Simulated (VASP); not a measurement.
Write the native input for VASP 6.6.1 that does the following.

```
Task                   : single point
Functional             : r2SCAN
Potentials or basis    : VASP PAW PBE potentials, release 64 (Zn, S)
Cutoff                 : 520 eV
k mesh                 : 6 × 6 × 2
Occupations            : gaussian, width 0.05 eV
Spin                   : no spin polarisation
Dipole correction      : no
Further INCAR settings : ALGO = Normal; EDIFF = 1e-06; NBANDS = 46
```

Crystal: ZnS.

```
Zn S
1.0
     3.69447    0.00000    0.00000
    -1.84724    3.19951    0.00000
     0.00000    0.00000   12.84046
Zn S
4 4
Direct
  0.00000 0.00000 0.00011
  0.00000 0.00000 0.50011
  0.33333 0.66667 0.25007
  0.66667 0.33333 0.75007
  0.00000 0.00000 0.18724
  0.00000 0.00000 0.68724
  0.33333 0.66667 0.43758
  0.66667 0.33333 0.93758
```

This cell differs from its parent crystal: strain -0.030 along x and y, +0.030 along z.

These files were run (other wordings do the same):

POSCAR

```
ZnS
1.0
    3.6944748077      0.0000000000      0.0000000000
   -1.8472374039      3.1995090372      0.0000000000
    0.0000000000      0.0000000000     12.8404590974
Zn S
4 4
Direct
    0.0000000000      0.0000000000      0.0001143924
    0.0000000000      0.0000000000      0.5001143924
    0.3333333333      0.6666666667      0.2500706174
    0.6666666667      0.3333333333      0.7500706174
    0.0000000000      0.0000000000      0.1872361436
    0.0000000000      0.0000000000      0.6872361436
    0.3333333333      0.6666666667      0.4375788466
    0.6666666667      0.3333333333      0.9375788466
```

INCAR.step1

```
SYSTEM = ZnS
  PREC = Accurate
  ENCUT = 520
  ISMEAR = 0
  SIGMA = 0.05
  LREAL = .False.
  LASPH = .True.
  NELM = 60
  NBANDS = 46
  GGA = PE
  ALGO = Normal
  EDIFF = 1E-4
  LWAVE = .True.
  LCHARG = .False.
```

INCAR.step2

```
SYSTEM = ZnS
  PREC = Accurate
  ENCUT = 520
  EDIFF = 1E-6
  ISMEAR = 0
  SIGMA = 0.05
  LREAL = .False.
  LASPH = .True.
  NELM = 60
  ALGO = Normal
  ISIF = 2
  LWAVE = .False.
  LCHARG = .False.
  METAGGA = R2SCAN
  LMIXTAU = .True.
  NBANDS = 46
  ISTART = 1
```

KPOINTS

```
regular mesh
0
Gamma
  6 6 2
  0 0 0
```

Potentials or basis: VASP PAW PBE potentials, release 64 (Zn, S).

Command:

```console
$ cat potpaw_PBE.64/Zn/POTCAR potpaw_PBE.64/S/POTCAR > POTCAR
$ cp INCAR.step1 INCAR
$ mpirun -np 1 vasp_std > vasp.out
$ cp INCAR.step2 INCAR
$ mpirun -np 1 vasp_std > vasp.out
```

It gave:

```yaml
Pressure: 3.1 GPa
Largest_force: 0.385 eV/Å
Band_gap_on_the_k_mesh: 2.70 eV
```

Caveat: the cell differs from its parent crystal (strain -0.030 along x and y, +0.030 along z); the stress differs along the axes, from -3 to 6 GPa; the PAW data sets were made with another functional, which shifts forces and pressure a little.

Wall time 9.7 min on 1 thread of AMD EPYC 7R43 64-Core Processor (Zen 3) (shared host), peak memory 0.27 GiB.
